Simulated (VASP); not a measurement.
Set up this calculation in VASP 6.6.1, as the native input.

```yaml
Task: single point
Functional: LDA
Potentials_or_basis: VASP PAW LDA potentials, release 64 (Ca_sv, S)
Cutoff: 500 eV
k_mesh: 9 × 9 × 9
Occupations: fermi-dirac, width 0.02 eV
Spin: no spin polarisation
Dipole_correction: no
Further_INCAR_settings: ALGO = Normal; EDIFF = 1e-06; NBANDS = 15
```

The structure of CaS (Oldhamite) lies in POSCAR:

```
CaS
1.0
    0.0000000000      2.7822229663      2.7822229663
    2.7822229663      0.0000000000      2.7822229663
    2.7822229663      2.7822229663      0.0000000000
Ca S
1 1
Direct
    0.0000000000      0.0000000000      0.0000000000
    0.5000000000      0.5000000000      0.5000000000
```

One way to write it, as run:

INCAR

```
ALGO     = Normal         # electronic algorithm
EDIFF    = 1E-6           # SCF threshold, eV
ENCUT    = 500            # plane-wave cutoff, eV
GGA_COMPAT= F            
ISIF     = 2              # what is computed and relaxed
ISMEAR   = -1             # smearing method
LASPH    = T              # aspherical terms in the spheres
LCHARG   = F              # write CHGCAR
LREAL    = F              # projectors in reciprocal space
LWAVE    = F              # write WAVECAR
NBANDS   = 15             # bands
NELM     = 120            # most SCF steps
PREC     = Accurate       # precision mode
SIGMA    = 0.02           # smearing width, eV
```

KPOINTS

```
k-points
0
Gamma
  9 9 9
```

Potentials or basis: VASP PAW LDA potentials, release 64 (Ca_sv, S).

The run is started by

```sh
$ cat potpaw_LDA.64/Ca_sv/POTCAR potpaw_LDA.64/S/POTCAR > POTCAR
$ mpirun -np 1 vasp_std > vasp.out
```

It gave:

| Property | Result |
| --- | --- |
| Pressure | 0.2 GPa |
| Band gap on the k mesh | 2.01 eV, indirect (least direct gap 2.86 eV) |

It used 42 s of CPU time on 1 thread of AMD EPYC 7R13 Processor (Zen 3) (shared host).
